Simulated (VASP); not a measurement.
The system is Tm3ZrO.

```
CELL_PARAMETERS angstrom
4.55776 0.00000 0.00000
0.00000 4.55776 0.00000
0.00000 0.00000 4.55776
ATOMIC_POSITIONS crystal
Tm 0.50000 0.50000 0.00000
Tm 0.00000 0.50000 0.50000
Tm 0.50000 0.00000 0.50000
Zr 0.00000 0.00000 0.00000
O 0.50000 0.50000 0.50000
```

The cell was built from a structure type or drawn by symmetry, and may not be a known phase.

| Quantity | Value |
| --- | --- |
| Program | VASP 6.6.1 |
| Task | relaxation of cell and atoms |
| Functional | PBE |
| Potentials or basis | VASP PAW PBE potentials, release 64 (Tm_3, Zr_sv, O), 4f in core |
| Cutoff | 600 eV |
| k mesh | 4 × 4 × 4 |
| Occupations | gaussian, width 0.1 eV |
| Spin | no spin polarisation |

At the start: pressure 13.2 GPa; volume 18.94 Å³/atom.

Where does the relaxation end?

Over 3 steps the energy falls by 97.4 meV/atom and the volume is 21.59 Å³/atom (+14.0 %); space group Pm-3m (No. 221, to 0.1 Å) before and after.

The path:
| step | energy change (eV) | largest force (eV/Å) | pressure (GPa) | volume (Å³) |
| --- | --- | --- | --- | --- |
| 1 | 0.0000 | 0.0000 | 13.15 | 94.68 |
| 2 | -0.3006 | 0.0000 | -5.76 | 117.62 |
| 3 | -0.4872 | 0.0000 | -0.02 | 107.93 |

Final structure:
```
Tm Zr O
1.0
     4.76119    0.00000    0.00000
     0.00000    4.76119    0.00000
     0.00000    0.00000    4.76119
Tm Zr O
3 1 1
Direct
  0.50000 0.50000 0.00000
  0.00000 0.50000 0.50000
  0.50000 0.00000 0.50000
  0.00000 0.00000 0.00000
  0.50000 0.50000 0.50000
```

Caveat: an odd number of electrons without spin polarisation forces a metal; a magnetic or distorted state may lie lower; the run has no spin polarisation, though such a crystal can be magnetic.
